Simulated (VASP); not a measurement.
# CdIn2O4 (Fd-3m) in VASP: a series of runs

CdIn2O4 is run at these levels: PBE, LDA; tasks: band structure.

All numbers are computed with VASP 6.6.1; they aren't measurements. Logs are shortened: lines on timing, memory, paths and dates and some standing lists are left out, and cuts for length are marked.

**1. The cell of the first run**

Symmetry: Fd-3m, No. 227, cubic system. Conventional cell: a = 9.206 Å, b = 9.206 Å, c = 9.206 Å, α = 90.00°, β = 90.00°, γ = 90.00°. Cd (site symmetry -43m) has 4 O at 2.20 Å within 2.9 Å. Within 2.9 Å of In (site symmetry -3m) lie 6 O at 2.19 Å. O (site symmetry 3m) has 3 In at 2.19 Å and 1 Cd at 2.20 Å and 3 O at 2.92 Å within 3.0 Å.

**2. Band structure, PBE**

Input file INCAR:

```
SYSTEM = CdIn2O4
PREC     = Accurate       ! precision mode
ENCUT    = 520            ! plane-wave cutoff, eV
EDIFF    = 1E-6           ! SCF threshold, eV
ISMEAR   = 0              ! smearing method
SIGMA    = 0.03           ! smearing width, eV
LREAL    = .FALSE.        ! projectors in reciprocal space
LASPH    = .TRUE.         ! aspherical terms in the spheres
NELM     = 80             ! most SCF steps
ALGO     = Normal         ! electronic algorithm
ISIF     = 2              ! what is computed and relaxed
LWAVE    = .FALSE.        ! write WAVECAR
LCHARG   = .FALSE.        ! write CHGCAR
GGA      = PE             ! functional
KPAR     = 4
```

Input file KPOINTS:

```
regular mesh
0
G
  6 6 6
  0 0 0
```

Input file POSCAR:

```
CdIn2O4                                 
1.0
    0.0000000000      4.6029269421      4.6029269421
    4.6029269421      0.0000000000      4.6029269421
    4.6029269421      4.6029269421      0.0000000000
  Cd              In              O             
     2     4     8
Direct
     0.0000000000000000    0.0000000000000000    0.0000000000000000
     0.2500000000000000    0.2500000000000000    0.2500000000000000
     0.6250000000000000    0.6250000000000000    0.6250000000000000
     0.1250000000000000    0.6250000000000000    0.6250000000000000
     0.6250000000000000    0.6250000000000000    0.1250000000000000
     0.6250000000000000    0.1250000000000000    0.6250000000000000
     0.8620871070017699    0.8620871070017699    0.8620871070017699
     0.8362613210053027    0.3879128929982301    0.3879128929982301
     0.8620871070017699    0.8620871070017699    0.4137386789946973
     0.3879128929982301    0.8362613210053027    0.3879128929982301
     0.4137386789946973    0.8620871070017699    0.8620871070017699
     0.3879128929982301    0.3879128929982301    0.3879128929982301
     0.8620871070017699    0.4137386789946973    0.8620871070017699
     0.3879128929982301    0.3879128929982301    0.8362613210053027
```

Input file KPOINTS_OPT:

```
explicit points
202
Reciprocal
 0.0000000000  0.0000000000  0.0000000000 1
 0.0555555556  0.0000000000  0.0555555556 1
 0.1111111111  0.0000000000  0.1111111111 1
 0.1666666667  0.0000000000  0.1666666667 1
 0.2222222222  0.0000000000  0.2222222222 1
 0.2777777778  0.0000000000  0.2777777778 1
[... 194 lines left out ...]
 0.4819481000  0.0180519000  0.5000000000 1
 0.5180519000 -0.0180519000  0.5000000000 1
```

Potentials or basis: VASP PAW PBE potentials, release 64 (Cd, In_d, O).

Started as:

```sh
> cat potpaw_PBE.64/Cd/POTCAR potpaw_PBE.64/In_d/POTCAR potpaw_PBE.64/O/POTCAR > POTCAR
> mpirun -np 4 vasp_std > vasp.out
```

OUTCAR:

```text
SYSTEM = CdIn2O4
   PREC = Accurate
   ENCUT = 520
   EDIFF = 1E-6
   ISMEAR = 0
   LREAL = .FALSE.
   LASPH = .TRUE.
   NELM = 80
   ISIF = 2
   GGA = PE

 ion  position               nearest neighbor table
   1  0.000  0.000  0.000-   7 2.20   9 2.20  11 2.20  13 2.20   4 3.82   5 3.82   3 3.82   4 3.82
                             6 3.82   4 3.82   5 3.82   6 3.82   3 3.82   5 3.82   6 3.82   3 3.82
   2  0.250  0.250  0.250-  12 2.20  10 2.20   8 2.20  14 2.20   5 3.82   6 3.82   4 3.82   3 3.82
                             4 3.82   6 3.82   3 3.82   4 3.82   5 3.82   3 3.82   5 3.82   6 3.82
   3  0.625  0.625  0.625-   8 2.19   9 2.19  10 2.19  11 2.19  13 2.19  14 2.19   4 3.25   5 3.25
                             6 3.25   5 3.25   6 3.25   4 3.25   1 3.82   2 3.82   1 3.82   2 3.82
   4  0.125  0.625  0.625-   9 2.19  10 2.19  13 2.19  14 2.19   7 2.19  12 2.19   3 3.25   5 3.25
                             6 3.25   3 3.25   5 3.25   6 3.25   2 3.82   1 3.82   2 3.82   2 3.82
   5  0.625  0.625  0.125-   8 2.19  10 2.19  11 2.19  13 2.19  12 2.19   7 2.19   3 3.25   3 3.25
                             4 3.25   6 3.25   6 3.25   4 3.25   2 3.82   2 3.82   1 3.82   1 3.82
   6  0.625  0.125  0.625-   8 2.19   9 2.19  11 2.19  14 2.19  12 2.19   7 2.19   3 3.25   5 3.25
                             3 3.25   4 3.25   5 3.25   4 3.25   2 3.82   2 3.82   2 3.82   1 3.82
   7  0.862  0.862  0.862-   4 2.19   6 2.19   5 2.19   1 2.20
   8  0.836  0.388  0.388-   5 2.19   6 2.19   3 2.19   2 2.20
   9  0.862  0.862  0.414-   4 2.19   6 2.19   3 2.19   1 2.20
  10  0.388  0.836  0.388-   4 2.19   5 2.19   3 2.19   2 2.20
  11  0.414  0.862  0.862-   5 2.19   6 2.19   3 2.19   1 2.20
  12  0.388  0.388  0.388-   4 2.19   6 2.19   5 2.19   2 2.20
  13  0.862  0.414  0.862-   4 2.19   5 2.19   3 2.19   1 2.20
  14  0.388  0.388  0.836-   4 2.19   6 2.19   3 2.19   2 2.20

  LATTYP: Found a face centered cubic cell.
 ALAT       =     9.2058538842

  Lattice vectors:

 A1 = (   0.0000000000,   4.6029269421,   4.6029269421)
 A2 = (   4.6029269421,   0.0000000000,   4.6029269421)
 A3 = (   4.6029269421,   4.6029269421,   0.0000000000)

Analysis of symmetry for initial positions (statically):
=====================================================================
 Subroutine PRICEL returns:
 Original cell was already a primitive cell.

 Routine SETGRP: Setting up the symmetry group for a
 face centered cubic supercell.

 Subroutine GETGRP returns: Found 48 space group operations
 (whereof 24 operations were pure point group operations)
 out of a pool of 48 trial point group operations.

The static configuration has the point symmetry T_d .
 The point group associated with its full space group is O_h .

Analysis of symmetry for dynamics (positions and initial velocities):
=====================================================================
 Subroutine PRICEL returns:
 Original cell was already a primitive cell.

 Routine SETGRP: Setting up the symmetry group for a
 face centered cubic supercell.

 Subroutine GETGRP returns: Found 48 space group operations
 (whereof 24 operations were pure point group operations)
 out of a pool of 48 trial point group operations.

The dynamic configuration has the point symmetry T_d .
 The point group associated with its full space group is O_h .

 Subroutine INISYM returns: Found 48 space group operations
 (whereof 24 operations are pure point group operations),
 and found     1 'primitive' translations

----------------------------------------------------------------------------------------

                                     Primitive cell

  volume of cell :     195.0438

  direct lattice vectors                    reciprocal lattice vectors
     0.000000000  4.602926942  4.602926942    -0.108626534  0.108626534  0.108626534
     4.602926942  0.000000000  4.602926942     0.108626534 -0.108626534  0.108626534
     4.602926942  4.602926942  0.000000000     0.108626534  0.108626534 -0.108626534

  length of vectors
     6.509521708  6.509521708  6.509521708     0.188146676  0.188146676  0.188146676

  position of ions in fractional coordinates (direct lattice)
     0.000000000  0.000000000  0.000000000
     0.250000000  0.250000000  0.250000000
     0.625000000  0.625000000  0.625000000
     0.125000000  0.625000000  0.625000000
     0.625000000  0.625000000  0.125000000
     0.625000000  0.125000000  0.625000000
     0.862087107  0.862087107  0.862087107
     0.836261321  0.387912893  0.387912893
     0.862087107  0.862087107  0.413738679
[... 38 lines left out ...]
  Length of vectors
     0.031357779  0.031357779  0.031357779

  Shift w.r.t. Gamma in fractional coordinates (k-lattice)
     0.000000000  0.000000000  0.000000000

 Subroutine IBZKPT returns following result:
 ===========================================

 Found     16 irreducible k-points:

 Following reciprocal coordinates:
            Coordinates               Weight
  0.000000  0.000000  0.000000      1.000000
  0.166667  0.000000  0.000000      8.000000
  0.333333  0.000000  0.000000      8.000000
  0.500000  0.000000  0.000000      4.000000
  0.166667  0.166667  0.000000      6.000000
  0.333333  0.166667  0.000000     24.000000
[... 8 lines left out ...]
 -0.333333  0.333333  0.166667     24.000000
 -0.333333  0.500000  0.166667     12.000000
   k-points           NKPTS =     16   k-points in BZ     NKDIM =     16   number of bands    NBANDS=     74
   number of dos      NEDOS =    301   number of ions     NIONS =     14
   total plane-waves  NPLWV = 110592
   dimension x,y,z NGX =    48 NGY =   48 NGZ =   48
   dimension x,y,z NGXF=    96 NGYF=   96 NGZF=   96
   ions per type =               2   4   8
   NGX,Y,Z   is equivalent  to a cutoff of  12.26, 12.26, 12.26 a.u.
   NGXF,Y,Z  is equivalent  to a cutoff of  24.52, 24.52, 24.52 a.u.
 SYSTEM =  CdIn2O4
   PREC   = accura    normal or accurate (medium, high low for compatibility)
   ISTART =      0    job   : 0-new  1-cont  2-samecut
   ICHARG =      2    charge: 1-file 2-atom 10-const
   ISPIN  =      1    spin polarized calculation?
   LNONCOLLINEAR =      F non collinear calculations
   LSORBIT =      F    spin-orbit coupling
   LASPH  =      T    aspherical Exc in radial PAW
   ENCUT  =  520.0 eV  38.22 Ry    6.18 a.u.  12.10 12.10 12.10*2*pi/ulx,y,z
   NELM   =     80;   NELMIN=  2; NELMDL= -5     # of ELM steps
   EDIFF  = 0.1E-05   stopping-criterion for ELM
   LREAL  =      F    real-space projection
   EDIFFG = 0.1E-04   stopping-criterion for IOM
   NSW    =      0    number of steps for IOM
   IBRION =     -1    ionic relax: 0-MD 1-quasi-New 2-CG
   NFREE  =      0    steps in history (QN), initial steepest desc. (CG)
   ISIF   =      2    stress and relaxation
   ISYM   =      2    0-nonsym 1-usesym 2-fastsym
   POTIM  = 0.5000    time-step for ionic-motion
   TEBEG  =    0.0;   TEEND  =   0.0 temperature during run
   PSTRESS=    0.0 pullay stress
   NELECT =     124.0000    total number of electrons
   NUPDOWN=      -1.0000    fix difference up-down
   EMIN   =  10.00;   EMAX   =-10.00  energy-range for DOS
   EFERMI =   0.00;   METHOD = LEGACY
   ISMEAR =     0;   SIGMA  =   0.03  broadening in eV -4-tet -1-fermi 0-gaus
   EFERMI_NEDOS =   21; number of points for ismear=-14 and -15
   IALGO  =     38    algorithm
   IMIX   =      4    mixing-type and parameters
     AMIX     =   0.40;   BMIX     =  1.00
     AMIX_MAG =   1.60;   BMIX_MAG =  1.00
  volume/ion in A,a.u.               =      13.93        94.02
  Fermi-wavevector in a.u.,A,eV,Ry     =   1.407682  2.660134 26.960889  1.981569
  Thomas-Fermi vector in A             =   2.529917
   LORBIT       =      0    0 simple, 1 ext, 2 COOP (PROOUT), +10 PAW based schemes
   GGA     = PE    functional components
   LHFCALC =     F    Hartree Fock is set to
   AEXX    =    0.0000 exact exchange contribution
   IVDW    =     0    specifies the selected vdW correction
   LEPSILON=     F    determine dielectric tensor
   LRPA    =     F    only Hartree local field effects (RPA)
 non-spin polarized calculation
 Gauss-broadening in eV      SIGMA  =   0.03
  energy-cutoff  :      520.00
  volume of cell :      195.04
 maximum number of plane-waves:      5266
   NGX = 25   NGY = 25   NGZ = 25

 number of electron     124.0000029 magnetization

 Free energy of the ion-electron system (eV)
  ---------------------------------------------------
  ext. energy  EPLUGINS =         0.00000000
  ---------------------------------------------------
  free energy    TOTEN  =       -71.54767090 eV

  energy without entropy =      -71.54767090  energy(sigma->0) =      -71.54767090

 E-fermi :   3.6638     XC(G=0): -10.7378

 val. band max:        3.5028148909   @ k =   0.5000   0.0000   0.0000
 cond. band min:       4.5565904846   @ k =   0.0000   0.0000   0.0000
 fundamental gap:      1.0537755938
 Fermi energy:         3.6638066734

 k-point     1 :       0.0000    0.0000    0.0000
  band No.  band energies     occupation
      1     -13.8718      2.00000
      2     -13.2779      2.00000
      3     -13.2779      2.00000
      4     -13.2779      2.00000
      5     -12.9886      2.00000
      6     -12.7522      2.00000
[... 1221 lines left out ...]
     73      13.0020      0.00000
     74      13.0026      0.00000

------------------------ aborting loop because EDIFF is reached ----------------------------------------

  FORCE on cell =-STRESS in cart. coord.  units (eV):
  Direction    XX          YY          ZZ          XY          YZ          ZX
  --------------------------------------------------------------------------------------
  -------------------------------------------------------------------------------------
  Total        7.0474744      7.0474744      7.0474744     -0.0000000     -0.0000000      0.0000000
  in kB       57.8911060     57.8911060     57.8911060     -0.0000000     -0.0000000      0.0000000
  external PRESSURE =      57.8911060 kB  Pullay stress =       0.0000000 kB

 VOLUME and BASIS-vectors are now :
 -----------------------------------------------------------------------------
  energy-cutoff  :      520.00
  volume of cell :      195.04
      direct lattice vectors                 reciprocal lattice vectors
     0.000000000  4.602926942  4.602926942    -0.108626534  0.108626534  0.108626534
     4.602926942  0.000000000  4.602926942     0.108626534 -0.108626534  0.108626534
     4.602926942  4.602926942  0.000000000     0.108626534  0.108626534 -0.108626534

 POSITION                                       TOTAL-FORCE (eV/Angst)
 -----------------------------------------------------------------------------------
      0.00000      0.00000      0.00000        -0.000000      0.000000     -0.000000
      2.30146      2.30146      2.30146        -0.000000      0.000000     -0.000000
      5.75366      5.75366      5.75366        -0.000000      0.000000     -0.000000
      5.75366      3.45220      3.45220        -0.000000      0.000000     -0.000000
      3.45220      3.45220      5.75366        -0.000000      0.000000     -0.000000
      3.45220      5.75366      3.45220        -0.000000      0.000000     -0.000000
      7.93625      7.93625      7.93625         0.046920      0.046920      0.046920
      3.57107      5.63478      5.63478        -0.046920      0.046920      0.046920
      5.87253      5.87253      7.93625        -0.046920     -0.046920      0.046920
      5.63478      3.57107      5.63478         0.046920     -0.046920      0.046920
      7.93625      5.87253      5.87253         0.046920     -0.046920     -0.046920
      3.57107      3.57107      3.57107        -0.046920     -0.046920     -0.046920
      5.87253      7.93625      5.87253        -0.046920      0.046920     -0.046920
      5.63478      5.63478      3.57107         0.046920      0.046920     -0.046920
 -----------------------------------------------------------------------------------
    total drift:                                0.000000      0.000000      0.000000

  FREE ENERGIE OF THE ION-ELECTRON SYSTEM (eV)
  ---------------------------------------------------
  free  energy   TOTEN  =       -71.5476708997 eV

  energy  without entropy=      -71.5476708997  energy(sigma->0) =      -71.54767090
```

Run time: 6.1 min. Hardware: 4 MPI ranks of Intel Xeon 6975P-C (Granite Rapids), shared host; peak memory 0.51 GiB.

What came out:

```yaml
Free_energy: -71.5477 eV
Pressure: 5.8 GPa
Largest_force: 0.081 eV/Å
Band_gap_on_the_k_mesh: 1.05 eV (least direct gap 1.12 eV)
Band_gap_along_the_path: 1.05 eV (least direct gap 1.12 eV)
```

Forces on the atoms (eV/Å):
```
Cd   0.000  0.000  0.000
Cd   0.000  0.000  0.000
In   0.000  0.000  0.000
In   0.000  0.000  0.000
In   0.000  0.000  0.000
In   0.000  0.000  0.000
O    0.047  0.047  0.047
O   -0.047  0.047  0.047
O   -0.047 -0.047  0.047
O    0.047 -0.047  0.047
O    0.047 -0.047 -0.047
O   -0.047 -0.047 -0.047
O   -0.047  0.047 -0.047
O    0.047  0.047 -0.047
```

Levels at the corners of the path, in eV from the valence-band top:
```
point  band 58  band 59  band 60  band 61  band 62  band 63  band 64  band 65  band 66  band 67
    Γ    -0.10    -0.10    -0.10    -0.06    -0.06     1.05     5.06     5.71     5.71     5.71
    X    -0.70    -0.20    -0.20    -0.08    -0.08     4.54     4.54     6.03     6.03     6.60
    X    -0.70    -0.20    -0.20    -0.08    -0.08     4.54     4.54     6.03     6.03     6.60
    W    -0.67    -0.55    -0.55    -0.13    -0.13     4.96     4.96     5.11     5.11     7.06
    W    -0.67    -0.55    -0.55    -0.13    -0.13     4.96     4.96     5.11     5.11     7.06
    K    -0.59    -0.50    -0.37    -0.20    -0.01     4.75     4.77     4.85     6.10     6.59
    K    -0.59    -0.50    -0.37    -0.20    -0.01     4.75     4.77     4.85     6.10     6.59
    Γ    -0.10    -0.10    -0.10    -0.06    -0.06     1.05     5.06     5.71     5.71     5.71
    Γ    -0.10    -0.10    -0.10    -0.06    -0.06     1.05     5.06     5.71     5.71     5.71
    L    -0.33    -0.30    -0.30     0.00     0.00     3.75     3.93     5.97     6.58     6.60
    L    -0.33    -0.30    -0.30     0.00     0.00     3.75     3.93     5.97     6.58     6.60
    U    -0.59    -0.50    -0.37    -0.20    -0.01     4.75     4.77     4.85     6.10     6.59
    U    -0.59    -0.50    -0.37    -0.20    -0.01     4.75     4.77     4.85     6.10     6.59
    W    -0.67    -0.55    -0.55    -0.13    -0.13     4.96     4.96     5.11     5.11     7.06
    W    -0.67    -0.55    -0.55    -0.13    -0.13     4.96     4.96     5.11     5.11     7.06
    L    -0.33    -0.30    -0.30     0.00     0.00     3.75     3.93     5.97     6.58     6.60
    L    -0.33    -0.30    -0.30     0.00     0.00     3.75     3.93     5.97     6.58     6.60
    K    -0.59    -0.50    -0.37    -0.20    -0.01     4.75     4.77     4.85     6.10     6.59
    U    -0.59    -0.50    -0.37    -0.20    -0.01     4.75     4.77     4.85     6.10     6.59
    X    -0.70    -0.20    -0.20    -0.08    -0.08     4.54     4.54     6.03     6.03     6.60
```

Caveat: the cell stands under pressure; spin-orbit coupling is left out, which moves the levels of the heavy elements.

(Part 1 of 2 ends here.)
